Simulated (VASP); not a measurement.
# TlBr (CsCl type) (Pm-3m) in VASP: further runs, part 2 of 2

VASP 6.6.1. The steps go on from the part before.

### 4 Single point, PBE (volume scaled by 0.5)

The input, INCAR:

```
PREC = Accurate
ENCUT = 500
EDIFF = 1E-6
ISMEAR = -1
SIGMA = 0.08
LREAL = F
LASPH = T
NELM = 120
ALGO = Normal
ISIF = 2
LWAVE = F
LCHARG = F
GGA = PE
NBANDS = 17
GGA_COMPAT = F
```

The input, KPOINTS:

```
Automatic mesh
0
Gamma
  12 12 12
```

The input, POSCAR:

```
TlBr
1.0
    3.2159416952      0.0000000000      0.0000000000
    0.0000000000      3.2159416952      0.0000000000
    0.0000000000      0.0000000000      3.2159416952
Tl Br
1 1
Direct
    0.0000000000      0.0000000000      0.0000000000
    0.5000000000      0.5000000000      0.5000000000
```

Potentials or basis: VASP PAW PBE potentials, release 64 (Tl_d, Br).

Run with:

```bash
$ cat potpaw_PBE.64/Tl_d/POTCAR potpaw_PBE.64/Br/POTCAR > POTCAR
$ mpirun -np 1 vasp_std > vasp.out
```

OUTCAR:

```text
PREC = Accurate
   ENCUT = 500
   EDIFF = 1E-6
   ISMEAR = -1
   LREAL = F
   LASPH = T
   NELM = 120
   ISIF = 2
   GGA = PE

 ion  position               nearest neighbor table
   1  0.000  0.000  0.000-   2 2.79   2 2.79   2 2.79   2 2.79   2 2.79   2 2.79   2 2.79   2 2.79

   2  0.500  0.500  0.500-   1 2.79   1 2.79   1 2.79   1 2.79   1 2.79   1 2.79   1 2.79   1 2.79

  LATTYP: Found a simple cubic cell.
 ALAT       =     3.2159416952

  Lattice vectors:

 A1 = (   3.2159416952,   0.0000000000,   0.0000000000)
 A2 = (   0.0000000000,   3.2159416952,   0.0000000000)
 A3 = (   0.0000000000,   0.0000000000,   3.2159416952)

Analysis of symmetry for initial positions (statically):
=====================================================================
 Subroutine PRICEL returns:
 Original cell was already a primitive cell.

 Routine SETGRP: Setting up the symmetry group for a
 simple cubic supercell.

 Subroutine GETGRP returns: Found 48 space group operations
 (whereof 48 operations were pure point group operations)
 out of a pool of 48 trial point group operations.

The static configuration has the point symmetry O_h .

Analysis of symmetry for dynamics (positions and initial velocities):
=====================================================================
 Subroutine PRICEL returns:
 Original cell was already a primitive cell.

 Routine SETGRP: Setting up the symmetry group for a
 simple cubic supercell.

 Subroutine GETGRP returns: Found 48 space group operations
 (whereof 48 operations were pure point group operations)
 out of a pool of 48 trial point group operations.

The dynamic configuration has the point symmetry O_h .

 Subroutine INISYM returns: Found 48 space group operations
 (whereof 48 operations are pure point group operations),
 and found     1 'primitive' translations
[... 103 lines left out ...]
   POTIM  = 0.5000    time-step for ionic-motion
   TEBEG  =    0.0;   TEEND  =   0.0 temperature during run
   PSTRESS=    0.0 pullay stress
   NELECT =      20.0000    total number of electrons
   NUPDOWN=      -1.0000    fix difference up-down
   EMIN   =  10.00;   EMAX   =-10.00  energy-range for DOS
   EFERMI =   0.00;   METHOD = LEGACY
   ISMEAR =    -1;   SIGMA  =   0.08  broadening in eV -4-tet -1-fermi 0-gaus
   EFERMI_NEDOS =   21; number of points for ismear=-14 and -15
   IALGO  =     38    algorithm
   IMIX   =      4    mixing-type and parameters
     AMIX     =   0.40;   BMIX     =  1.00
     AMIX_MAG =   1.60;   BMIX_MAG =  1.00
  volume/ion in A,a.u.               =      16.63       112.23
  Fermi-wavevector in a.u.,A,eV,Ry     =   1.381794  2.611212 25.978351  1.909355
  Thomas-Fermi vector in A             =   2.506545
   LORBIT       =      0    0 simple, 1 ext, 2 COOP (PROOUT), +10 PAW based schemes
   GGA     = PE    functional components
   LHFCALC =     F    Hartree Fock is set to
   AEXX    =    0.0000 exact exchange contribution
   IVDW    =     0    specifies the selected vdW correction
   LEPSILON=     F    determine dielectric tensor
   LRPA    =     F    only Hartree local field effects (RPA)
 non-spin polarized calculation
  energy-cutoff  :      500.00
  volume of cell :       33.26
 maximum number of plane-waves:       870
 NGX is ok and might be reduce to    24
   NGX = 11   NGY = 11   NGZ = 11

 number of electron      20.0000005 magnetization

 Free energy of the ion-electron system (eV)
  ---------------------------------------------------
  ext. energy  EPLUGINS =         0.00000000
  ---------------------------------------------------
  free energy    TOTEN  =        -1.45308707 eV

  energy without entropy =       -1.44182533  energy(sigma->0) =       -1.44745620

 E-fermi :  11.5990     XC(G=0): -12.3271

 val. band max:       11.5465080815   @ k =   0.5000   0.4167   0.3333
 cond. band min:      11.7287147833   @ k =   0.4167   0.4167   0.3333
 fundamental gap:      0.1822067018
 Fermi energy:        11.5990032454

 k-point     1 :       0.0000    0.0000    0.0000
  band No.  band energies     occupation
      1      -7.7391      2.00000
      2      -1.1727      2.00000
      3      -1.1727      2.00000
      4      -0.1471      2.00000
      5      -0.1471      2.00000
      6      -0.1471      2.00000
[... 457 lines left out ...]
      4      -0.3851      2.00000
      5      -0.2448      2.00000
      6      -0.1355      2.00000
[... 9 lines left out ...]
     16      24.9662      0.00000
     17      25.8992      0.00000

 [... further k-points ...]
[... 5 lines left out ...]
  --------------------------------------------------------------------------------------
  -------------------------------------------------------------------------------------
  Total       15.8799465     15.8799465     15.8799465      0.0000000      0.0000000      0.0000000
  in kB      764.9536468    764.9536468    764.9536468      0.0000000      0.0000000      0.0000000
  external PRESSURE =     764.9536468 kB  Pullay stress =       0.0000000 kB

 VOLUME and BASIS-vectors are now :
 -----------------------------------------------------------------------------
  energy-cutoff  :      500.00
  volume of cell :       33.26
      direct lattice vectors                 reciprocal lattice vectors
     3.215941695  0.000000000  0.000000000     0.310950911  0.000000000  0.000000000
     0.000000000  3.215941695  0.000000000     0.000000000  0.310950911  0.000000000
     0.000000000  0.000000000  3.215941695     0.000000000  0.000000000  0.310950911

 POSITION                                       TOTAL-FORCE (eV/Angst)
 -----------------------------------------------------------------------------------
      0.00000      0.00000      0.00000         0.000000      0.000000      0.000000
      1.60797      1.60797      1.60797         0.000000      0.000000      0.000000
 -----------------------------------------------------------------------------------
    total drift:                                0.000000      0.000000     -0.000000

  FREE ENERGIE OF THE ION-ELECTRON SYSTEM (eV)
  ---------------------------------------------------
  free  energy   TOTEN  =        -1.4530870706 eV

  energy  without entropy=       -1.4418253288  energy(sigma->0) =       -1.44745620
```

OSZICAR:

```text
N       E                     dE             d eps       ncg     rms          rms(c)
DAV:   1     0.102636941731E+03    0.10264E+03   -0.10484E+04  3008   0.108E+03
DAV:   2     0.952874723241E+00   -0.10168E+03   -0.98859E+02  3612   0.252E+02
DAV:   3    -0.154971473555E+01   -0.25026E+01   -0.24950E+01  3418   0.356E+01
DAV:   4    -0.155972428410E+01   -0.10010E-01   -0.10009E-01  3751   0.257E+00
DAV:   5    -0.155979881893E+01   -0.74535E-04   -0.74533E-04  3485   0.208E-01    0.172E+01
DAV:   6    -0.146597924618E+01    0.93820E-01   -0.12140E-01  3154   0.318E+00    0.104E+01
DAV:   7    -0.145622122871E+01    0.97580E-02   -0.80338E-02  3336   0.212E+00    0.104E+00
DAV:   8    -0.145303260682E+01    0.31886E-02   -0.16170E-02  3089   0.115E+00    0.151E-01
DAV:   9    -0.145308405964E+01   -0.51453E-04   -0.11238E-03  3348   0.271E-01    0.879E-02
DAV:  10    -0.145308795131E+01   -0.38917E-05   -0.51063E-05  3554   0.684E-02    0.992E-03
DAV:  11    -0.145308749173E+01    0.45958E-06   -0.12840E-05  3234   0.359E-02    0.954E-03
DAV:  12    -0.145308707058E+01    0.42115E-06   -0.92090E-07  2253   0.909E-03
   1 F= -.14530871E+01 E0= -.14474562E+01  d E =-.112617E-01
```

Run time: 9.4 s. Hardware: 1 thread of Intel Xeon 6975P-C (Granite Rapids), shared host; peak memory 0.17 GiB.

What came out:

```yaml
Free_energy: -1.4531 eV
Pressure: 76.5 GPa
Band_gap_on_the_k_mesh: zero (band 10 reaches 12.34 eV, above the bottom of band 11 at 10.23 eV)
```

Levels at points of the mesh, in eV from the Fermi level:
```csv
k point,band 6,band 7,band 8,band 9,band 10,band 11,band 12,band 13,band 14,band 15
"(0.00, 0.00, 0.00)",-11.75,-5.43,-4.57,-4.57,-4.57,4.99,4.99,10.80,10.80,10.80
"(0.50, 0.00, 0.00)",-11.70,-10.09,-2.53,-2.53,0.74,1.30,4.67,4.95,4.95,11.76
"(0.50, 0.50, 0.00)",-11.25,-8.58,-8.58,-5.71,-2.88,5.83,5.83,7.36,10.07,10.74
"(0.50, 0.50, 0.50)",-11.33,-4.82,-4.82,-4.82,-2.35,-1.37,-1.37,-1.37,18.43,18.43
```

Caveat: spin-orbit coupling is left out, which moves the levels of the heavy elements.
